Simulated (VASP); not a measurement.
# CdTe (F-43m) in VASP: G0W0 quasiparticle levels with PBE

Aim: the G0W0 quasiparticle levels of CdTe with PBE.

Program: VASP 6.6.1. These are calculated values, not measurements. Logs are shortened: lines on timing, memory, paths and dates and some standing lists are left out, and cuts for length are marked.

## 1. The cell of the first run

The structure is cubic, space group F-43m (No. 216). The conventional cell has a = 6.560 Å, b = 6.560 Å, c = 6.560 Å, α = 90.00°, β = 90.00°, γ = 90.00°. Within 3.7 Å of Cd (site symmetry -43m) lie 4 Te at 2.84 Å. Te (site symmetry -43m) has 4 Cd at 2.84 Å within 3.7 Å.

## 2. G0W0 quasiparticle levels, PBE

POSCAR reads:

```
CdTe
1.0
    0.0000000000      3.2799012449      3.2799012449
    3.2799012449      0.0000000000      3.2799012449
    3.2799012449      3.2799012449      0.0000000000
Cd Te
1 1
Direct
    0.0000000000      0.0000000000      0.0000000000
    0.2500000000      0.2500000000      0.2500000000
```

INCAR.step1 reads:

```
PREC = Accurate
ENCUT = 500
EDIFF = 1E-8
ISMEAR = 0
SIGMA = 0.01
LREAL = F
LASPH = T
NELM = 80
ALGO = Normal
LWAVE = T
LCHARG = F
GGA = PE
```

INCAR.step2 reads:

```
PREC = Accurate
ENCUT = 500
EDIFF = 1E-8
ISMEAR = 0
SIGMA = 0.01
LREAL = F
LASPH = T
NELM = 1
ALGO = Exact
LWAVE = T
LCHARG = F
GGA = PE
NBANDS = 123
LOPTICS = T
ISTART = 1
```

INCAR.step3 reads:

```
PREC = Accurate
ENCUT = 500
EDIFF = 1E-8
ISMEAR = 0
SIGMA = 0.01
LREAL = F
LASPH = T
ALGO = EVGW0
LWAVE = F
LCHARG = F
GGA = PE
NELMGW = 1
NBANDS = 123
ENCUTGW = 80.0
NOMEGA = 96
PRECFOCK = Fast
ISTART = 1
NBANDSGW = 17
OMEGAMAX = 30
```

KPOINTS reads:

```
Automatic mesh
0
Gamma
  4 4 4
```

Potentials or basis: VASP PAW PBE potentials, release 64 (Cd_GW, Te_GW).

Started as:

```console
$ cat potpaw_PBE.64/Cd_GW/POTCAR potpaw_PBE.64/Te_GW/POTCAR > POTCAR
$ cp INCAR.step1 INCAR
$ mpirun -np 1 vasp_std > vasp.out
$ cp INCAR.step2 INCAR
$ mpirun -np 1 vasp_std > vasp.out
$ cp INCAR.step3 INCAR
$ mpirun -np 1 vasp_std > vasp.out
```

OUTCAR:

```text
PREC = Accurate
   ENCUT = 500
   EDIFF = 1E-8
   ISMEAR = 0
   LREAL = F
   LASPH = T
   GGA = PE
   NELMGW = 1
   ENCUTGW = 80.0
   PRECFOCK = Fast
   ISTART = 1

 ion  position               nearest neighbor table
   1  0.000  0.000  0.000-   2 2.84   2 2.84   2 2.84   2 2.84
   2  0.250  0.250  0.250-   1 2.84   1 2.84   1 2.84   1 2.84

  LATTYP: Found a face centered cubic cell.
 ALAT       =     6.5598024898

  Lattice vectors:

 A1 = (   0.0000000000,   3.2799012449,   3.2799012449)
 A2 = (   3.2799012449,   0.0000000000,   3.2799012449)
 A3 = (   3.2799012449,   3.2799012449,   0.0000000000)

Analysis of symmetry for initial positions (statically):
=====================================================================
 Subroutine PRICEL returns:
 Original cell was already a primitive cell.

 Routine SETGRP: Setting up the symmetry group for a
 face centered cubic supercell.

 Subroutine GETGRP returns: Found 24 space group operations
 (whereof 24 operations were pure point group operations)
 out of a pool of 48 trial point group operations.

The static configuration has the point symmetry T_d .

Analysis of symmetry for dynamics (positions and initial velocities):
=====================================================================
 Subroutine PRICEL returns:
 Original cell was already a primitive cell.

 Routine SETGRP: Setting up the symmetry group for a
 face centered cubic supercell.

 Subroutine GETGRP returns: Found 24 space group operations
 (whereof 24 operations were pure point group operations)
 out of a pool of 48 trial point group operations.

The dynamic configuration has the point symmetry T_d .

 Subroutine INISYM returns: Found 24 space group operations
 (whereof 24 operations are pure point group operations),
 and found     1 'primitive' translations

----------------------------------------------------------------------------------------

                                     Primitive cell

  volume of cell :      70.5687

  direct lattice vectors                    reciprocal lattice vectors
     0.000000000  3.279901245  3.279901245    -0.152443614  0.152443614  0.152443614
     3.279901245  0.000000000  3.279901245     0.152443614 -0.152443614  0.152443614
     3.279901245  3.279901245  0.000000000     0.152443614  0.152443614 -0.152443614

  length of vectors
     4.638480824  4.638480824  4.638480824     0.264040085  0.264040085  0.264040085

  position of ions in fractional coordinates (direct lattice)
     0.000000000  0.000000000  0.000000000
     0.250000000  0.250000000  0.250000000

  ion indices of the primitive-cell ions
   primitive index   ion index
                 1           1
                 2           2

----------------------------------------------------------------------------------------

 KPOINTS: Automatic mesh

Automatic generation of k-mesh.
 Grid dimensions read from file:
 generate k-points for:    4    4    4

 Generating k-lattice:

  Cartesian coordinates                     Fractional coordinates (reciprocal lattice)
    -0.038110904  0.038110904  0.038110904     0.250000000  0.000000000  0.000000000
     0.038110904 -0.038110904  0.038110904     0.000000000  0.250000000  0.000000000
     0.038110904  0.038110904 -0.038110904     0.000000000  0.000000000  0.250000000

  Length of vectors
     0.066010021  0.066010021  0.066010021

  Shift w.r.t. Gamma in fractional coordinates (k-lattice)
     0.000000000  0.000000000  0.000000000

 Subroutine IBZKPT returns following result:
 ===========================================

 Found      8 irreducible k-points:

 Following reciprocal coordinates:
            Coordinates               Weight
  0.000000  0.000000  0.000000      1.000000
  0.250000  0.000000  0.000000      8.000000
  0.500000  0.000000  0.000000      4.000000
  0.250000  0.250000  0.000000      6.000000
  0.500000  0.250000  0.000000     24.000000
 -0.250000  0.250000  0.000000     12.000000
  0.500000  0.500000  0.000000      3.000000
 -0.250000  0.500000  0.250000      6.000000
   k-points           NKPTS =      8   k-points in BZ     NKDIM =     64   number of bands    NBANDS=    123
   number of dos      NEDOS =    301   number of ions     NIONS =      2
   total plane-waves  NPLWV =  46656
   dimension x,y,z NGX =    36 NGY =   36 NGZ =   36
   dimension x,y,z NGXF=    72 NGYF=   72 NGZF=   72
   ions per type =               1   1
   NGX,Y,Z   is equivalent  to a cutoff of  12.90, 12.90, 12.90 a.u.
   NGXF,Y,Z  is equivalent  to a cutoff of  25.81, 25.81, 25.81 a.u.
 SYSTEM =  unknown system
   PREC   = accura    normal or accurate (medium, high low for compatibility)
   ISTART =      1    job   : 0-new  1-cont  2-samecut
   ICHARG =      0    charge: 1-file 2-atom 10-const
   ISPIN  =      1    spin polarized calculation?
   LNONCOLLINEAR =      F non collinear calculations
   LSORBIT =      F    spin-orbit coupling
   LASPH  =      T    aspherical Exc in radial PAW
   ENCUT  =  500.0 eV  36.75 Ry    6.06 a.u.   8.46  8.46  8.46*2*pi/ulx,y,z
   NELM   =     60;   NELMIN=  2; NELMDL=  0     # of ELM steps
   EDIFF  = 0.1E-07   stopping-criterion for ELM
   LREAL  =      F    real-space projection
   EDIFFG = 0.1E-06   stopping-criterion for IOM
   NSW    =      0    number of steps for IOM
   IBRION =     -1    ionic relax: 0-MD 1-quasi-New 2-CG
   NFREE  =      0    steps in history (QN), initial steepest desc. (CG)
   ISIF   =      0    stress and relaxation
   ISYM   =      3    0-nonsym 1-usesym 2-fastsym
   POTIM  = 0.5000    time-step for ionic-motion
   TEBEG  =    0.0;   TEEND  =   0.0 temperature during run
   PSTRESS=    0.0 pullay stress
   NELECT =      18.0000    total number of electrons
   NUPDOWN=      -1.0000    fix difference up-down
   EMIN   =  10.00;   EMAX   =-10.00  energy-range for DOS
   EFERMI =   0.00;   METHOD = LEGACY
   ISMEAR =     0;   SIGMA  =   0.01  broadening in eV -4-tet -1-fermi 0-gaus
   EFERMI_NEDOS =   21; number of points for ismear=-14 and -15
   IALGO  =     38    algorithm
   IMIX   =      4    mixing-type and parameters
     AMIX     =   0.40;   BMIX     =  1.00
     AMIX_MAG =   1.60;   BMIX_MAG =  1.00
  volume/ion in A,a.u.               =      35.28       238.11
  Fermi-wavevector in a.u.,A,eV,Ry     =   1.038233  1.961976 14.666102  1.077928
  Thomas-Fermi vector in A             =   2.172708
   LORBIT       =      0    0 simple, 1 ext, 2 COOP (PROOUT), +10 PAW based schemes
   GGA     = PE    functional components
   LHFCALC =     T    Hartree Fock is set to
   PRECFOCK=fast      Normal, Fast or Accurate (Low or Medium for compatibility)
   ENCUT4O =  -1.0   cutoff for four orbital integrals eV
   NKREDX  =     1    reduce k-point grid by
   NKREDY  =     1    reduce k-point grid by
   NKREDZ  =     1    reduce k-point grid by
   AEXX    =    1.0000 exact exchange contribution
   HFSCREEN=    0.0000 screening length (either q_TF or 0.3 A-1)
   HFSCREENC=   0.0000 screening length for correlation (either q_TF or 0.3 A-1)
   ENCUTFOCK=  -1.0 apply spherical cutoff to Coloumb kernel
   IVDW    =     0    specifies the selected vdW correction
   LEPSILON=     F    determine dielectric tensor
   LRPA    =     F    only Hartree local field effects (RPA)
   LRPAFORCE           =     F    calculate RPA forces
   ENCUTGW             =  80.0    cutoff for response function in eV
   ENCUTGWSOFT         =  64.0    soft cutoff for Coulomb kernel in GW response function in eV
   ENCUTLF             =  -1.0    cutoff for local field effects
   NELMGW              =     1    number of iterations in solving QP/BSE equation
   NELMHF              =     1    number of iterations in the inner HF iteration
   NKREDLFX            =     1    NKREDLFY  =   1   NKREDLFZ  =   1
 non-spin polarized calculation
 Gauss-broadening in eV      SIGMA  =   0.01
  energy-cutoff  :      500.00
  volume of cell :       70.57
 maximum number of plane-waves:      1812
 NGX is ok and might be reduce to    36
  NGX = 20; NGY = 20; NGZ = 20
   NGX = 17   NGY = 17   NGZ = 17
 maximum number of plane-waves:       125
 NGX is ok and might be reduce to    14

 QP shifts <psi_nk| G(iteration)W_0 |psi_nk>: iteration 1
 for sc-GW calculations column KS-energies equals QP-energies in previous step
 and V_xc(KS)=  KS-energies - (<T + V_ion + V_H > + <T+V_H+V_ion>^1  + <V_x>^1)

 k-point   1 :       0.0000    0.0000    0.0000
  band No.  KS-energies  QP-energies   sigma(KS)   V_xc(KS)     V^pw_x(r,r')   Z            occupation Imag(sigma)

      1      -7.9818      -8.1742     -11.2078     -10.8988     -17.1857       0.6227       2.0000       0.9947
      2      -5.2184      -6.6075     -17.3213     -15.2599     -22.9975       0.6739       2.0000       0.4064
      3      -5.2184      -6.6075     -17.3213     -15.2599     -22.9975       0.6739       2.0000       0.4064
      4      -5.2184      -6.6075     -17.3213     -15.2599     -22.9975       0.6739       2.0000       0.4064
      5      -4.9861      -6.4279     -17.6203     -15.4955     -23.2287       0.6786       2.0000       0.3553
      6      -4.9861      -6.4279     -17.6203     -15.4955     -23.2287       0.6786       2.0000       0.3553
[... 9 lines left out ...]
     16      12.3668      12.5387      -8.5377      -8.7699      -3.8707       0.7405       0.0000      -0.3060
     17      13.0345      12.9368      -6.7822      -6.6510      -1.8948       0.7451       0.0000      -0.4060

 k-point   2 :       0.2500    0.0000    0.0000
  band No.  KS-energies  QP-energies   sigma(KS)   V_xc(KS)     V^pw_x(r,r')   Z            occupation Imag(sigma)

      1      -7.7986      -8.0300     -11.5701     -11.2061     -17.4699       0.6357       2.0000       0.9675
      2      -5.1865      -6.5802     -17.3711     -15.3037     -23.0453       0.6741       2.0000       0.4036
      3      -5.1865      -6.5802     -17.3711     -15.3037     -23.0453       0.6741       2.0000       0.4036
      4      -5.0294      -6.3784     -17.0800     -15.0890     -22.6780       0.6776       2.0000       0.4218
      5      -4.9863      -6.4259     -17.6189     -15.4952     -23.2307       0.6779       2.0000       0.3568
      6      -4.9863      -6.4259     -17.6189     -15.4952     -23.2307       0.6779       2.0000       0.3568
[... 9 lines left out ...]
     16      11.4387      11.4871      -7.8678      -7.9326      -3.3352       0.7465       0.0000      -0.2691
     17      13.7358      13.8053      -7.7114      -7.8048      -2.5424       0.7436       0.0000      -0.4586

 k-point   3 :       0.5000    0.0000    0.0000
  band No.  KS-energies  QP-energies   sigma(KS)   V_xc(KS)     V^pw_x(r,r')   Z            occupation Imag(sigma)
[... 85 lines left out ...]
      1      -7.5089      -7.8345     -12.3664     -11.8702     -18.1823       0.6561       2.0000       0.8995
      2      -5.0737      -6.4904     -17.5055     -15.4127     -23.1538       0.6769       2.0000       0.3862
      3      -5.0737      -6.4904     -17.5055     -15.4127     -23.1538       0.6769       2.0000       0.3862
      4      -5.0737      -6.4904     -17.5055     -15.4127     -23.1538       0.6769       2.0000       0.3862
      5      -4.9584      -6.4022     -17.6645     -15.5402     -23.2844       0.6797       2.0000       0.3542
      6      -4.5278      -5.7529     -16.7786     -14.9890     -22.2141       0.6845       2.0000       0.4328
[... 9 lines left out ...]
     16      14.5303      14.7080      -8.5498      -8.7877      -3.5272       0.7471       0.0000      -0.4940
     17      14.5303      14.7080      -8.5498      -8.7877      -3.5272       0.7471       0.0000      -0.4940

 k-point   8 :      -0.2500    0.5000    0.2500
  band No.  KS-energies  QP-energies   sigma(KS)   V_xc(KS)     V^pw_x(r,r')   Z            occupation Imag(sigma)

      1      -7.5104      -7.8328     -12.3634     -11.8710     -18.1880       0.6547       2.0000       0.8980
      2      -5.1097      -6.5267     -17.5177     -15.4262     -23.1889       0.6776       2.0000       0.3949
      3      -5.1025      -6.5105     -17.4522     -15.3723     -23.1071       0.6770       2.0000       0.3924
      4      -5.0119      -6.4468     -17.5901     -15.4702     -23.2114       0.6769       2.0000       0.3658
      5      -4.9847      -6.4205     -17.6000     -15.4812     -23.2138       0.6776       2.0000       0.3584
      6      -4.4569      -5.6795     -16.9193     -15.1335     -22.3628       0.6846       2.0000       0.4264
[... 9 lines left out ...]
     16      14.1409      14.1600      -7.7734      -7.7992      -2.7042       0.7423       0.0000      -0.4968
     17      14.3842      14.7004      -8.5514      -8.9792      -3.3217       0.7392       0.0000      -0.5033
```

It took 2.9 min on 1 thread of Intel Xeon 6975P-C (Granite Rapids), shared host; peak memory 0.88 GiB.

What came out:

```
Quasiparticle gap                                   : 1.35 eV
Least direct quasiparticle gap                      : 1.35 eV
Band gap of the starting levels on the mesh         : 0.65 eV
Least direct gap of the starting levels on the mesh : 0.65 eV
```

Caveat: the k points lie up to 0.41 Å⁻¹ apart; bands, screening cutoff and mesh are small and nothing is extrapolated, so the quasiparticle values aren't converged; spin-orbit coupling is left out, which moves the levels of the heavy elements.
